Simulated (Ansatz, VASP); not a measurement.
# One calculation of CdS, two programs

The input INCAR:

```
PREC = Accurate
ENCUT = 500
EDIFF = 1E-6
ISMEAR = -1
SIGMA = 0.05
LREAL = False
LASPH = True
NELM = 120
ALGO = Normal
ISIF = 2
LWAVE = False
LCHARG = False
GGA = PE
NBANDS = 16
GGA_COMPAT = False
```

File KPOINTS:

```
regular mesh
0
Gamma
  8 8 8
```

The input POSCAR:

```
CdS
1.0
    0.0000000000      2.7894750496      2.7894750496
    2.7894750496      0.0000000000      2.7894750496
    2.7894750496      2.7894750496      0.0000000000
Cd S
1 1
Direct
    0.0000000000      0.0000000000      0.0000000000
    0.5000000000      0.5000000000      0.5000000000
```

File input.yaml:

```yaml
crystal:
  lattice:
    - [0.0, 2.7894750496, 2.7894750496]
    - [2.7894750496, 0.0, 2.7894750496]
    - [2.7894750496, 2.7894750496, 0.0]
  atoms:
    - { symbol: Cd, position: [0.0, 0.0, 0.0] }
    - { symbol: S, position: [0.5, 0.5, 0.5] }
hamiltonian:
  xc: pbe
  pseudopotentials: { kind: paw, azcp: { folder: soft_1 } }
kpoints:
  mp_grid: { grid: [8, 8, 8] }
scf:
  occupations: { method: fermi_dirac, width: 0.05 }
output:
  forces: true
  stress: true
  eigenvalues: true
  write_density: true
  write_potential: true
  elf: true
  volumetric_format: npy
```

Alike in both runs: task single point; functional PBE; k mesh 8 × 8 × 8; occupations fermi-dirac, width 0.05 eV; no spin polarisation.

|  | VASP | Ansatz |
| --- | --- | --- |
| version | VASP 6.6.1 | Ansatz 0.2.0 |
| potentials or method | VASP PAW PBE potentials, release 64 (Cd, S) | Ansatz PAW soft_1 |
| plane-wave cutoff (eV) | 500 | 420 |
| valence electrons in the cell | 18 | 26 |

Ansatz gave:

```
gap on the k mesh at the Fermi level (eV) : 0.26
least direct gap on the mesh (eV)         : 1.31
pressure (GPa)                            : -2.9
```

Problem. Estimate VASP's values.

Solution. gap on the k mesh at the Fermi level (eV): 0.25; least direct gap on the mesh (eV): 1.29; pressure (GPa): -2.7.

With one functional, cell and mesh, what is left measures potentials, basis and numerics. VASP's potentials hold 18 valence electrons a cell and Ansatz's 26, so a difference there can come from the potentials and not from the codes.
